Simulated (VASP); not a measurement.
# BeTe (F-43m) in VASP: notebook, part 2 of 2

VASP 6.6.1. Earlier steps stand in the parts before.

## (3) Single point, PBEsol

This run uses another cell than the first one, of 22.01 Å³/atom, 1.020 times its volume.

Contents of INCAR:

```
SYSTEM = BeTe
PREC = Accurate
ENCUT = 520
EDIFF = 1E-6
ISMEAR = -1
SIGMA = 0.01
LREAL = .False.
LASPH = .True.
NELM = 60
ALGO = Normal
ISIF = 2
LWAVE = .False.
LCHARG = .False.
GGA = PS
NBANDS = 11
```

Contents of KPOINTS:

```
Automatic mesh
0
Gamma
  7 7 7
  0 0 0
```

Contents of POSCAR:

```
BeTe
1.0
    0.0000000000      2.8025766562      2.8025766562
    2.8025766562      0.0000000000      2.8025766562
    2.8025766562      2.8025766562      0.0000000000
Be Te
1 1
Direct
    0.0000000000      0.0000000000      0.0000000000
    0.2500000000      0.2500000000      0.2500000000
```

Potentials or basis: VASP PAW PBE potentials, release 64 (Be, Te).

Launch:

```console
$ cat potpaw_PBE.64/Be/POTCAR potpaw_PBE.64/Te/POTCAR > POTCAR
$ mpirun -np 1 vasp_std > vasp.out
```

OUTCAR:

```text
SYSTEM = BeTe
   PREC = Accurate
   ENCUT = 520
   EDIFF = 1E-6
   ISMEAR = -1
   LREAL = .False.
   LASPH = .True.
   NELM = 60
   ISIF = 2
   GGA = PS

 ion  position               nearest neighbor table
   1  0.000  0.000  0.000-   2 2.43   2 2.43   2 2.43   2 2.43
   2  0.250  0.250  0.250-   1 2.43   1 2.43   1 2.43   1 2.43

  LATTYP: Found a face centered cubic cell.
 ALAT       =     5.6051533124

  Lattice vectors:

 A1 = (   0.0000000000,   2.8025766562,   2.8025766562)
 A2 = (   2.8025766562,   0.0000000000,   2.8025766562)
 A3 = (   2.8025766562,   2.8025766562,   0.0000000000)

Analysis of symmetry for initial positions (statically):
=====================================================================
 Subroutine PRICEL returns:
 Original cell was already a primitive cell.

 Routine SETGRP: Setting up the symmetry group for a
 face centered cubic supercell.

 Subroutine GETGRP returns: Found 24 space group operations
 (whereof 24 operations were pure point group operations)
 out of a pool of 48 trial point group operations.

The static configuration has the point symmetry T_d .

Analysis of symmetry for dynamics (positions and initial velocities):
=====================================================================
 Subroutine PRICEL returns:
 Original cell was already a primitive cell.

 Routine SETGRP: Setting up the symmetry group for a
 face centered cubic supercell.

 Subroutine GETGRP returns: Found 24 space group operations
 (whereof 24 operations were pure point group operations)
 out of a pool of 48 trial point group operations.

The dynamic configuration has the point symmetry T_d .

 Subroutine INISYM returns: Found 24 space group operations
 (whereof 24 operations are pure point group operations),
 and found     1 'primitive' translations

----------------------------------------------------------------------------------------

                                     Primitive cell

  volume of cell :      44.0253

  direct lattice vectors                    reciprocal lattice vectors
     0.000000000  2.802576656  2.802576656    -0.178407252  0.178407252  0.178407252
     2.802576656  0.000000000  2.802576656     0.178407252 -0.178407252  0.178407252
     2.802576656  2.802576656  0.000000000     0.178407252  0.178407252 -0.178407252

  length of vectors
     3.963441917  3.963441917  3.963441917     0.309010425  0.309010425  0.309010425

  position of ions in fractional coordinates (direct lattice)
     0.000000000  0.000000000  0.000000000
     0.250000000  0.250000000  0.250000000

  ion indices of the primitive-cell ions
   primitive index   ion index
                 1           1
                 2           2

----------------------------------------------------------------------------------------

 KPOINTS: Automatic mesh

Automatic generation of k-mesh.
 Grid dimensions read from file:
 generate k-points for:    7    7    7

 Generating k-lattice:

  Cartesian coordinates                     Fractional coordinates (reciprocal lattice)
    -0.025486750  0.025486750  0.025486750     0.142857143  0.000000000  0.000000000
     0.025486750 -0.025486750  0.025486750     0.000000000  0.142857143  0.000000000
     0.025486750  0.025486750 -0.025486750     0.000000000  0.000000000  0.142857143

  Length of vectors
     0.044144346  0.044144346  0.044144346

  Shift w.r.t. Gamma in fractional coordinates (k-lattice)
     0.000000000  0.000000000  0.000000000

 Subroutine IBZKPT returns following result:
 ===========================================

 Found     20 irreducible k-points:

 Following reciprocal coordinates:
            Coordinates               Weight
  0.000000  0.000000  0.000000      1.000000
  0.142857  0.000000  0.000000      8.000000
  0.285714  0.000000  0.000000      8.000000
  0.428571  0.000000  0.000000      8.000000
  0.142857  0.142857  0.000000      6.000000
  0.285714  0.142857  0.000000     24.000000
[... 12 lines left out ...]
 -0.428571  0.428571  0.142857     24.000000
 -0.285714  0.428571  0.142857     24.000000
   k-points           NKPTS =     20   k-points in BZ     NKDIM =     20   number of bands    NBANDS=     11
   number of dos      NEDOS =    301   number of ions     NIONS =      2
   total plane-waves  NPLWV =  27000
   dimension x,y,z NGX =    30 NGY =   30 NGZ =   30
   dimension x,y,z NGXF=    60 NGYF=   60 NGZF=   60
   ions per type =               1   1
   NGX,Y,Z   is equivalent  to a cutoff of  12.58, 12.58, 12.58 a.u.
   NGXF,Y,Z  is equivalent  to a cutoff of  25.17, 25.17, 25.17 a.u.
 SYSTEM =  BeTe
   PREC   = accura    normal or accurate (medium, high low for compatibility)
   ISTART =      0    job   : 0-new  1-cont  2-samecut
   ICHARG =      2    charge: 1-file 2-atom 10-const
   ISPIN  =      1    spin polarized calculation?
   LNONCOLLINEAR =      F non collinear calculations
   LSORBIT =      F    spin-orbit coupling
   LASPH  =      T    aspherical Exc in radial PAW
   ENCUT  =  520.0 eV  38.22 Ry    6.18 a.u.   7.37  7.37  7.37*2*pi/ulx,y,z
   NELM   =     60;   NELMIN=  2; NELMDL= -5     # of ELM steps
   EDIFF  = 0.1E-05   stopping-criterion for ELM
   LREAL  =      F    real-space projection
   EDIFFG = 0.1E-04   stopping-criterion for IOM
   NSW    =      0    number of steps for IOM
   IBRION =     -1    ionic relax: 0-MD 1-quasi-New 2-CG
   NFREE  =      0    steps in history (QN), initial steepest desc. (CG)
   ISIF   =      2    stress and relaxation
   ISYM   =      2    0-nonsym 1-usesym 2-fastsym
   POTIM  = 0.5000    time-step for ionic-motion
   TEBEG  =    0.0;   TEEND  =   0.0 temperature during run
   PSTRESS=    0.0 pullay stress
   NELECT =       8.0000    total number of electrons
   NUPDOWN=      -1.0000    fix difference up-down
   EMIN   =  10.00;   EMAX   =-10.00  energy-range for DOS
   EFERMI =   0.00;   METHOD = LEGACY
   ISMEAR =    -1;   SIGMA  =   0.01  broadening in eV -4-tet -1-fermi 0-gaus
   EFERMI_NEDOS =   21; number of points for ismear=-14 and -15
   IALGO  =     38    algorithm
   IMIX   =      4    mixing-type and parameters
     AMIX     =   0.40;   BMIX     =  1.00
     AMIX_MAG =   1.60;   BMIX_MAG =  1.00
  volume/ion in A,a.u.               =      22.01       148.55
  Fermi-wavevector in a.u.,A,eV,Ry     =   0.927265  1.752277 11.698573  0.859821
  Thomas-Fermi vector in A             =   2.053316
   LORBIT       =      0    0 simple, 1 ext, 2 COOP (PROOUT), +10 PAW based schemes
   GGA     = PS    functional components
   LHFCALC =     F    Hartree Fock is set to
   AEXX    =    0.0000 exact exchange contribution
   IVDW    =     0    specifies the selected vdW correction
   LEPSILON=     F    determine dielectric tensor
   LRPA    =     F    only Hartree local field effects (RPA)
 non-spin polarized calculation
  energy-cutoff  :      520.00
  volume of cell :       44.03
 maximum number of plane-waves:      1243
 NGX is ok and might be reduce to    30
   NGX = 15   NGY = 15   NGZ = 15

 number of electron       7.9999999 magnetization

 Free energy of the ion-electron system (eV)
  ---------------------------------------------------
  ext. energy  EPLUGINS =         0.00000000
  ---------------------------------------------------
  free energy    TOTEN  =        -8.21432846 eV

  energy without entropy =       -8.21432846  energy(sigma->0) =       -8.21432846

 E-fermi :   5.4385     XC(G=0):  -9.2583

 val. band max:        5.1649184526   @ k =   0.0000   0.0000   0.0000
 cond. band min:       7.0501349425   @ k =   0.4286   0.4286   0.0000
 fundamental gap:      1.8852164899
 Fermi energy:         5.4385288369

 k-point     1 :       0.0000    0.0000    0.0000
  band No.  band energies     occupation
      1      -7.2631      2.00000
      2       5.1649      2.00000
      3       5.1649      2.00000
      4       5.1649      2.00000
      5       8.7518      0.00000
      6       8.7518      0.00000
      7       8.7518      0.00000
      8       9.0002      0.00000
      9      13.3767      0.00000
     10      15.4367      0.00000
     11      15.4367      0.00000
[... 253 lines left out ...]
 k-point    20 :      -0.2857    0.4286    0.1429
  band No.  band energies     occupation
      1      -5.3846      2.00000
      2       0.4660      2.00000
      3       1.1776      2.00000
      4       2.3805      2.00000
      5       9.0438      0.00000
      6      11.0839      0.00000
      7      11.4244      0.00000
      8      11.9697      0.00000
      9      15.0275      0.00000
     10      16.5135      0.00000
     11      18.2623      0.00000

------------------------ aborting loop because EDIFF is reached ----------------------------------------

  FORCE on cell =-STRESS in cart. coord.  units (eV):
  Direction    XX          YY          ZZ          XY          YZ          ZX
  --------------------------------------------------------------------------------------
  -------------------------------------------------------------------------------------
  Total        0.0712764      0.0712764      0.0712764     -0.0000000      0.0000000      0.0000000
  in kB        2.5939020      2.5939020      2.5939020     -0.0000000      0.0000000      0.0000000
  external PRESSURE =       2.5939020 kB  Pullay stress =       0.0000000 kB

 VOLUME and BASIS-vectors are now :
 -----------------------------------------------------------------------------
  energy-cutoff  :      520.00
  volume of cell :       44.03
      direct lattice vectors                 reciprocal lattice vectors
     0.000000000  2.802576656  2.802576656    -0.178407252  0.178407252  0.178407252
     2.802576656  0.000000000  2.802576656     0.178407252 -0.178407252  0.178407252
     2.802576656  2.802576656  0.000000000     0.178407252  0.178407252 -0.178407252

 POSITION                                       TOTAL-FORCE (eV/Angst)
 -----------------------------------------------------------------------------------
      0.00000      0.00000      0.00000        -0.000000     -0.000000     -0.000000
      1.40129      1.40129      1.40129         0.000000      0.000000      0.000000
 -----------------------------------------------------------------------------------
    total drift:                                0.000000      0.000000      0.000000

  FREE ENERGIE OF THE ION-ELECTRON SYSTEM (eV)
  ---------------------------------------------------
  free  energy   TOTEN  =        -8.2143284597 eV

  energy  without entropy=       -8.2143284597  energy(sigma->0) =       -8.21432846
```

Run time: 10 s. Hardware: 1 thread of AMD EPYC 7R43 (Zen 3), shared host; peak memory 0.13 GiB.

Results:

* Free energy: -8.2143 eV
* Pressure: 0.3 GPa
* Band gap on the k mesh: 1.89 eV, indirect (least direct gap 3.59 eV)

Levels at points of the mesh, in eV from the valence-band top:
```tsv
k point	band 2	band 3	band 4	band 5	band 6	band 7
(0.00, 0.00, 0.00)	0.00	0.00	0.00	3.59	3.59	3.59
```

Caveat: the PAW data sets were made with another functional, which shifts forces and pressure a little; spin-orbit coupling is left out, which moves the levels of the heavy elements. A k mesh can miss the band edges.

## (4) Single point, PBEsol

This run uses another cell than the first one, of 22.45 Å³/atom, 1.041 times its volume.

Contents of INCAR:

```
SYSTEM = BeTe
PREC     = Accurate       ! precision mode
ENCUT    = 520            ! plane-wave cutoff, eV
EDIFF    = 1E-6           ! SCF threshold, eV
ISMEAR   = -1             ! smearing method
SIGMA    = 0.01           ! smearing width, eV
LREAL    = .FALSE.        ! projectors in reciprocal space
LASPH    = .TRUE.         ! aspherical terms in the spheres
NELM     = 60             ! most SCF steps
ALGO     = Normal         ! electronic algorithm
ISIF     = 2              ! what is computed and relaxed
LWAVE    = .FALSE.        ! write WAVECAR
LCHARG   = .FALSE.        ! write CHGCAR
GGA      = PS             ! functional
NBANDS   = 11             ! bands
```

Contents of KPOINTS:

```
Automatic mesh
0
G
  7 7 7
  0 0 0
```

Contents of POSCAR:

```
BeTe
1.0
    0.0000000000      2.8211373074      2.8211373074
    2.8211373074      0.0000000000      2.8211373074
    2.8211373074      2.8211373074      0.0000000000
Be Te
1 1
Direct
    0.0000000000      0.0000000000      0.0000000000
    0.2500000000      0.2500000000      0.2500000000
```

Launch:

```console
$ cat potpaw_PBE.64/Be/POTCAR potpaw_PBE.64/Te/POTCAR > POTCAR
$ mpirun -np 1 vasp_std > vasp.out
```

Wall time 9.9 s (1 thread of AMD EPYC 7R43 (Zen 3), shared host); peak memory 0.13 GiB.

Results (log left out):

| Item | Value |
| --- | --- |
| Free energy | -8.2124 eV |
| Pressure | -0.9 GPa |
| Band gap on the k mesh | 1.93 eV, indirect (least direct gap 3.60 eV) |

Levels at points of the mesh, in eV from the valence-band top:
| k point | band 1 | band 2 | band 3 | band 4 | band 5 | band 6 | band 7 | band 8 |
| --- | --- | --- | --- | --- | --- | --- | --- | --- |
| (0.00, 0.00, 0.00) | -12.30 | 0.00 | 0.00 | 0.00 | 3.60 | 3.60 | 3.60 | 3.69 |

Caveat: the PAW data sets were made with another functional, which shifts forces and pressure a little; spin-orbit coupling is left out, which moves the levels of the heavy elements. A k mesh can miss the band edges.

## (5) Overview

```tsv
cell	gap on the mesh (eV)	pressure (GPa)
a = 3.937 Å, angles 60.0°, 2 atoms	1.84	1.5
a = 3.963 Å, angles 60.0°, 2 atoms	1.89	0.3
a = 3.990 Å, angles 60.0°, 2 atoms	1.93	-0.9
```

Alike in all rows: task single point; level PBEsol; potentials or basis VASP PAW PBE potentials, release 64 (Be, Te); no spin polarisation; k mesh 7 × 7 × 7; cutoff (eV) 520; smearing fermi-dirac 0.01 eV.

Caveats: the PAW data sets were made with another functional, which shifts forces and pressure a little; spin-orbit coupling is left out, which moves the levels of the heavy elements.

Total energies depend on the potentials used, so only differences within one code and one set of settings carry meaning.
